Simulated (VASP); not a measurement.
Co2Te:

```
Co Te
1.0
    -2.04094    2.04094    3.34735
     2.04094   -2.04094    3.34735
     2.04094    2.04094   -3.34735
Co Te
2 1
Direct
  0.59300 0.59300 0.00000
  0.40700 0.40700 0.00000
  0.00000 0.00000 0.00000
```

| Property | Result |
| --- | --- |
| Program | VASP 6.6.1 |
| Task | relaxation of cell and atoms |
| Functional | PBE |
| Potentials or basis | VASP PAW PBE potentials, release 64 (Co, Te) |
| Cutoff | 600 eV |
| k mesh | 6 × 6 × 6 |
| Occupations | gaussian, width 0.1 eV |
| Spin | collinear spin, ferromagnetic start |
| Starting moments | [0.61, 0.61, 0.0] μB |

At the start: pressure -10.9 GPa; volume 18.59 Å³/atom.

Task: Where does the relaxation end?

Result: Over 17 steps the energy falls by 3890.9 meV/atom and the volume is 14.63 Å³/atom (-21.3 %); space group I4/mmm (No. 139, to 0.05 Å); moment 1.87 μB per cell.

The path:
```tsv
step	energy change (eV)	largest force (eV/Å)	pressure (GPa)	volume (Å³)
1	0.0000	20.8334	-10.89	55.77
2	-8.8568	6.8433	38.31	44.01
3	-11.1427	1.5931	-5.47	49.40
4	-11.1635	1.5193	-6.13	49.60
5	-11.2236	0.0431	-7.16	52.04
6	-11.2423	1.2934	-7.81	50.63
7	-11.2752	0.8751	-8.16	51.34
8	-11.2746	0.7782	-8.16	51.44
9	-11.6413	0.0368	-1.81	45.77
10	-11.6594	0.1928	0.75	44.53
11	-11.6596	0.2199	1.04	44.39
12	-11.6663	0.1544	-1.10	44.75
13	-11.6664	0.1604	-0.94	44.71
14	-11.6707	0.1163	-0.48	44.34
15	-11.6712	0.0314	0.98	43.54
16	-11.6727	0.0455	0.21	43.93
17	-11.6727	0.0395	0.27	43.90
```

Final structure:
```
CELL_PARAMETERS angstrom
-1.72657 1.72657 3.68144
1.72657 -1.72657 3.68144
1.72657 1.72657 -3.68144
ATOMIC_POSITIONS crystal
Co 0.66580 0.66580 0.00000
Co 0.33420 0.33420 0.00000
Te 0.00000 0.00000 0.00000
```

Caveat: the k points lie up to 0.43 Å⁻¹ apart in the final cell; the volume moved by over 15 % at a fixed basis, so the end points are rough.
